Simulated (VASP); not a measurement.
# Cs2SiF2 (Ibam) in VASP: single point with PBE

Aim: the single point of Cs2SiF2 with PBE.

All numbers are computed with VASP 6.6.1; they aren't measurements. Logs are shortened: lines on timing, memory, paths and dates and some standing lists are left out, and cuts for length are marked.

**1. The cell of the first run**

It takes space group Ibam (No. 72, orthorhombic). Conventional cell: a = 7.127 Å, b = 13.493 Å, c = 5.918 Å, α = 90.00°, β = 90.00°, γ = 90.00°. Cs (site symmetry m) has 6 F at 3.34 to 3.74 Å and 2 Si at 3.46 Å and 7 Cs at 3.77 to 4.65 Å within 4.7 Å. Si (site symmetry 222) has 4 F at 2.18 Å and 2 Si at 2.96 Å within 3.0 Å. Within 2.9 Å of F (site symmetry m) lie 2 Si at 2.18 Å.

**2. Single point, PBE**

INCAR reads:

```
PREC     = Accurate       # precision mode
ENCUT    = 520            # plane-wave cutoff, eV
EDIFF    = 1E-6           # SCF threshold, eV
ISMEAR   = -5             # smearing method
SIGMA    = 0.1            # smearing width, eV
LREAL    = False          # projectors in reciprocal space
LASPH    = True           # aspherical terms in the spheres
NELM     = 80             # most SCF steps
ALGO     = Normal         # electronic algorithm
ISIF     = 2              # what is computed and relaxed
LWAVE    = False          # write WAVECAR
LCHARG   = True           # write CHGCAR
GGA      = PE             # functional
LELF     = True           # ELF
LVHAR    = True         
NBANDS   = 47             # bands
```

KPOINTS reads:

```
regular mesh
0
Gamma
  6 6 6
```

POSCAR reads:

```
Cs2SiF2
1.0
    0.0000000000      0.0000000000      5.9181430000
    6.7467400000     -3.5636850000      2.9590720000
    6.7467400000      3.5636850000     -2.9590720000
Cs Si F
4 2 4
Direct
    0.3364000000      0.0147000000      0.6875000000
    0.6636000000      0.9853000000      0.3125000000
    0.1636000000      0.6875000000      0.0147000000
    0.8364000000      0.3125000000      0.9853000000
    0.2500000000      0.5000000000      0.5000000000
    0.7500000000      0.5000000000      0.5000000000
    0.3480000000      0.7393000000      0.4353000000
    0.6520000000      0.2607000000      0.5647000000
    0.1520000000      0.4353000000      0.7393000000
    0.8480000000      0.5647000000      0.2607000000
```

Potentials or basis: VASP PAW PBE potentials, release 64 (Cs_sv, Si, F).

On the command line:

```sh
cat potpaw_PBE.64/Cs_sv/POTCAR potpaw_PBE.64/Si/POTCAR potpaw_PBE.64/F/POTCAR > POTCAR
mpirun -np 1 vasp_std > vasp.out
```

OUTCAR:

```text
PREC = Accurate
   ENCUT = 520
   EDIFF = 1E-6
   ISMEAR = -5
   LREAL = False
   LASPH = True
   NELM = 80
   ISIF = 2
   GGA = PE

 ion  position               nearest neighbor table
   1  0.336  0.015  0.688-
   2  0.664  0.985  0.312-
   3  0.164  0.688  0.015-
   4  0.836  0.312  0.985-
   5  0.250  0.500  0.500-   8 2.18  10 2.18   9 2.18   7 2.18   6 2.96   6 2.96
   6  0.750  0.500  0.500-   7 2.18   9 2.18   8 2.18  10 2.18   5 2.96   5 2.96
   7  0.348  0.739  0.435-   6 2.18   5 2.18
   8  0.652  0.261  0.565-   5 2.18   6 2.18
   9  0.152  0.435  0.739-   6 2.18   5 2.18
  10  0.848  0.565  0.261-   5 2.18   6 2.18

  LATTYP: Found a body centered orthorhombic cell.
 ALAT       =     5.9181430000
 B/A-ratio  =     1.2043254109
 C/A-ratio  =     2.2800192560

  Lattice vectors:

 A1 = (  -6.7467400000,  -3.5636850000,   2.9590720000)
 A2 = (  -6.7467400000,   3.5636850000,  -2.9590720000)
 A3 = (   6.7467400000,  -3.5636850000,  -2.9590710000)

Analysis of symmetry for initial positions (statically):
=====================================================================
 Subroutine PRICEL returns:
 Original cell was already a primitive cell.

 Routine SETGRP: Setting up the symmetry group for a
 body centered orthorhombic supercell.

 Subroutine GETGRP returns: Found  8 space group operations
 (whereof  4 operations were pure point group operations)
 out of a pool of  8 trial point group operations.

The static configuration has the point symmetry C_2h.
 The point group associated with its full space group is D_2h.

Analysis of symmetry for dynamics (positions and initial velocities):
=====================================================================
 Subroutine PRICEL returns:
 Original cell was already a primitive cell.

 Routine SETGRP: Setting up the symmetry group for a
 body centered orthorhombic supercell.

 Subroutine GETGRP returns: Found  8 space group operations
 (whereof  4 operations were pure point group operations)
 out of a pool of  8 trial point group operations.

The dynamic configuration has the point symmetry C_2h.
 The point group associated with its full space group is D_2h.

 Subroutine INISYM returns: Found  8 space group operations
 (whereof  4 operations are pure point group operations),
 and found     1 'primitive' translations

----------------------------------------------------------------------------------------

                                     Primitive cell

  volume of cell :     284.5829

  direct lattice vectors                    reciprocal lattice vectors
     0.000000000  0.000000000  5.918143000     0.000000000  0.140304231  0.168971922
     6.746740000 -3.563685000  2.959072000     0.074109866 -0.140304208  0.000000000
     6.746740000  3.563685000 -2.959072000     0.074109866  0.140304208  0.000000000

  length of vectors
     5.918143000  8.183792428  8.183792428     0.219628750  0.158674330  0.158674330

  position of ions in fractional coordinates (direct lattice)
     0.336400000  0.014700000  0.687500000
     0.663600000  0.985300000  0.312500000
     0.163600000  0.687500000  0.014700000
     0.836400000  0.312500000  0.985300000
     0.250000000  0.500000000  0.500000000
     0.750000000  0.500000000  0.500000000
     0.348000000  0.739300000  0.435300000
     0.652000000  0.260700000  0.564700000
     0.152000000  0.435300000  0.739300000
     0.848000000  0.564700000  0.260700000

  ion indices of the primitive-cell ions
   primitive index   ion index
                 1           1
                 2           2
                 3           3
                 4           4
                 5           5
                 6           6
                 7           7
                 8           8
                 9           9
                10          10

----------------------------------------------------------------------------------------

 KPOINTS: regular mesh

Automatic generation of k-mesh.
 Grid dimensions read from file:
 generate k-points for:    6    6    6

 Generating k-lattice:

  Cartesian coordinates                     Fractional coordinates (reciprocal lattice)
     0.000000000  0.023384039  0.028161987     0.166666667 -0.000000000  0.000000000
     0.012351644 -0.023384035  0.000000000     0.000000000  0.166666667  0.000000000
     0.012351644  0.023384035  0.000000000     0.000000000  0.000000000  0.166666667

  Length of vectors
     0.036604792  0.026445722  0.026445722

  Shift w.r.t. Gamma in fractional coordinates (k-lattice)
     0.000000000  0.000000000  0.000000000

 TETIRR: Found    179 inequivalent tetrahedra from     1296

 Subroutine IBZKPT returns following result:
 ===========================================

 Found     46 irreducible k-points:

 Following reciprocal coordinates:
            Coordinates               Weight
  0.000000  0.000000  0.000000      1.000000
  0.166667  0.000000 -0.000000      4.000000
  0.333333  0.000000 -0.000000      4.000000
  0.500000  0.000000  0.000000      2.000000
  0.000000  0.166667  0.000000      4.000000
  0.166667  0.166667  0.000000      4.000000
[... 16 lines left out ...]
  0.500000  0.166667  0.166667      4.000000
  0.000000  0.333333  0.166667      4.000000
 [... further k-points ...]
   k-points           NKPTS =     46   k-points in BZ     NKDIM =     46   number of bands    NBANDS=     47
   number of dos      NEDOS =    301   number of ions     NIONS =     10
   total plane-waves  NPLWV = 196608
   dimension x,y,z NGX =    48 NGY =   64 NGZ =   64
   dimension x,y,z NGXF=    96 NGYF=  128 NGZF=  128
   ions per type =               4   2   4
   NGX,Y,Z   is equivalent  to a cutoff of  13.48, 13.00, 13.00 a.u.
   NGXF,Y,Z  is equivalent  to a cutoff of  26.97, 26.00, 26.00 a.u.
 SYSTEM =  unknown system
   PREC   = accura    normal or accurate (medium, high low for compatibility)
   ISTART =      0    job   : 0-new  1-cont  2-samecut
   ICHARG =      2    charge: 1-file 2-atom 10-const
   ISPIN  =      1    spin polarized calculation?
   LNONCOLLINEAR =      F non collinear calculations
   LSORBIT =      F    spin-orbit coupling
   LASPH  =      T    aspherical Exc in radial PAW
   ENCUT  =  520.0 eV  38.22 Ry    6.18 a.u.  11.00 15.22 15.22*2*pi/ulx,y,z
   NELM   =     80;   NELMIN=  2; NELMDL= -5     # of ELM steps
   EDIFF  = 0.1E-05   stopping-criterion for ELM
   LREAL  =      F    real-space projection
   EDIFFG = 0.1E-04   stopping-criterion for IOM
   NSW    =      0    number of steps for IOM
   IBRION =     -1    ionic relax: 0-MD 1-quasi-New 2-CG
   NFREE  =      0    steps in history (QN), initial steepest desc. (CG)
   ISIF   =      2    stress and relaxation
   ISYM   =      2    0-nonsym 1-usesym 2-fastsym
   POTIM  = 0.5000    time-step for ionic-motion
   TEBEG  =    0.0;   TEEND  =   0.0 temperature during run
   PSTRESS=    0.0 pullay stress
   NELECT =      72.0000    total number of electrons
   NUPDOWN=      -1.0000    fix difference up-down
   EMIN   =  10.00;   EMAX   =-10.00  energy-range for DOS
   EFERMI =   0.00;   METHOD = LEGACY
   ISMEAR =    -5;   SIGMA  =   0.10  broadening in eV -4-tet -1-fermi 0-gaus
   EFERMI_NEDOS =   21; number of points for ismear=-14 and -15
   IALGO  =     38    algorithm
   IMIX   =      4    mixing-type and parameters
     AMIX     =   0.40;   BMIX     =  1.00
     AMIX_MAG =   1.60;   BMIX_MAG =  1.00
  volume/ion in A,a.u.               =      28.46       192.05
  Fermi-wavevector in a.u.,A,eV,Ry     =   1.035419  1.956658 14.586701  1.072092
  Thomas-Fermi vector in A             =   2.169761
   LORBIT       =      0    0 simple, 1 ext, 2 COOP (PROOUT), +10 PAW based schemes
   GGA     = PE    functional components
   LHFCALC =     F    Hartree Fock is set to
   AEXX    =    0.0000 exact exchange contribution
   IVDW    =     0    specifies the selected vdW correction
   LEPSILON=     F    determine dielectric tensor
   LRPA    =     F    only Hartree local field effects (RPA)
 non-spin polarized calculation
 Fermi weights with tetrahedron method with Bloechl corrections
  energy-cutoff  :      520.00
  volume of cell :      284.58
 maximum number of plane-waves:      7692
 NGX is ok and might be reduce to    48
   NGX = 21   NGY = 31   NGZ = 31

 number of electron      72.0000000 magnetization

 Free energy of the ion-electron system (eV)
  ---------------------------------------------------
  ext. energy  EPLUGINS =         0.00000000
  ---------------------------------------------------
  free energy    TOTEN  =       -30.11050830 eV

  energy without entropy =      -30.11050830  energy(sigma->0) =      -30.11050830

 E-fermi :   4.0561     XC(G=0):  -8.2545

 val. band max:        4.0778183874   @ k =   0.1667   0.1667   0.0000
 cond. band min:       4.0057569856   @ k =   0.0000   0.1667   0.0000
 fundamental gap:     -0.0720614018
 Fermi energy:         4.0560824902

 k-point     1 :       0.0000    0.0000    0.0000
  band No.  band energies     occupation
      1     -20.9731      2.00000
      2     -20.8374      2.00000
      3     -20.7955      2.00000
      4     -20.7853      2.00000
      5     -20.0814      2.00000
      6     -20.0204      2.00000
[... 39 lines left out ...]
     46       6.1364      0.00000
     47       6.1917      0.00000

 k-point     2 :       0.1667    0.0000   -0.0000
  band No.  band energies     occupation
      1     -20.9590      2.00000
      2     -20.8440      2.00000
      3     -20.7930      2.00000
      4     -20.7869      2.00000
      5     -20.0702      2.00000
      6     -20.0220      2.00000
[... 1092 lines left out ...]
 k-point    24 :       0.0000    0.3333    0.1667
  band No.  band energies     occupation
      1     -20.9625      2.00000
      2     -20.8375      2.00000
      3     -20.8002      2.00000
      4     -20.7902      2.00000
      5     -20.0840      2.00000
      6     -20.0292      2.00000
[... 39 lines left out ...]
     46       6.3153      0.00000
     47       6.6525      0.00000

 [... further k-points ...]

------------------------ aborting loop because EDIFF is reached ----------------------------------------

  FORCE on cell =-STRESS in cart. coord.  units (eV):
  Direction    XX          YY          ZZ          XY          YZ          ZX
  --------------------------------------------------------------------------------------
  -------------------------------------------------------------------------------------
  Total        5.0337225      5.6096749     14.4874611      0.0000000     -0.0000008      0.0000000
  in kB       28.3394306     31.5819939     81.5631767      0.0000000     -0.0000044      0.0000000
  external PRESSURE =      47.1615337 kB  Pullay stress =       0.0000000 kB

 VOLUME and BASIS-vectors are now :
 -----------------------------------------------------------------------------
  energy-cutoff  :      520.00
  volume of cell :      284.58
      direct lattice vectors                 reciprocal lattice vectors
     0.000000000  0.000000000  5.918143000     0.000000000  0.140304231  0.168971922
     6.746740000 -3.563685000  2.959072000     0.074109866 -0.140304208  0.000000000
     6.746740000  3.563685000 -2.959072000     0.074109866  0.140304208  0.000000000

 POSITION                                       TOTAL-FORCE (eV/Angst)
 -----------------------------------------------------------------------------------
      4.73756      2.39765     -0.00000        -0.123233     -0.106033      0.000000
      8.75592     -2.39765      5.91814         0.123233      0.106033     -0.000000
      4.73756     -2.39765      2.95907        -0.123233      0.106033     -0.000000
      8.75592      2.39765      2.95907         0.123233     -0.106033      0.000000
      6.74674      0.00000      1.47954         0.000000     -0.000000     -0.000000
      6.74674      0.00000      4.43861         0.000000     -0.000000     -0.000000
      7.92472     -1.08336      2.95907         0.916224     -0.777359      0.000000
      5.56876      1.08336      2.95907        -0.916224      0.777359     -0.000000
      7.92472      1.08336     -0.00000         0.916224      0.777359     -0.000000
      5.56876     -1.08336      5.91814        -0.916224     -0.777359      0.000000
 -----------------------------------------------------------------------------------
    total drift:                               -0.000000      0.000000      0.000000

  FREE ENERGIE OF THE ION-ELECTRON SYSTEM (eV)
  ---------------------------------------------------
  free  energy   TOTEN  =       -30.1105083032 eV

  energy  without entropy=      -30.1105083032  energy(sigma->0) =      -30.11050830
```

Run time: 30 min. Hardware: 1 thread of Intel Xeon 8259CL, shared host; peak memory 0.78 GiB.

What came out:

| Quantity | Value |
| --- | --- |
| Free energy | -30.1105 eV |
| Pressure | 4.7 GPa |
| Largest force | 1.202 eV/Å |
| Band gap on the k mesh | zero (bands 36 and 37 overlap by 0.44 eV) |

Forces on the atoms (eV/Å):
```
Cs  -0.123 -0.106  0.000
Cs   0.123  0.106  0.000
Cs  -0.123  0.106  0.000
Cs   0.123 -0.106  0.000
Si   0.000  0.000  0.000
Si   0.000  0.000  0.000
F    0.916 -0.777  0.000
F   -0.916  0.777  0.000
F    0.916  0.777  0.000
F   -0.916 -0.777  0.000
```

Caveat: the stress differs along the axes, from 3 to 8 GPa; spin-orbit coupling is left out, which moves the levels of the heavy elements; forces of over 1 eV/Å act on the atoms, so gaps and moduli don't describe the material at rest; tetrahedron occupations give inexact forces and stress in metals.
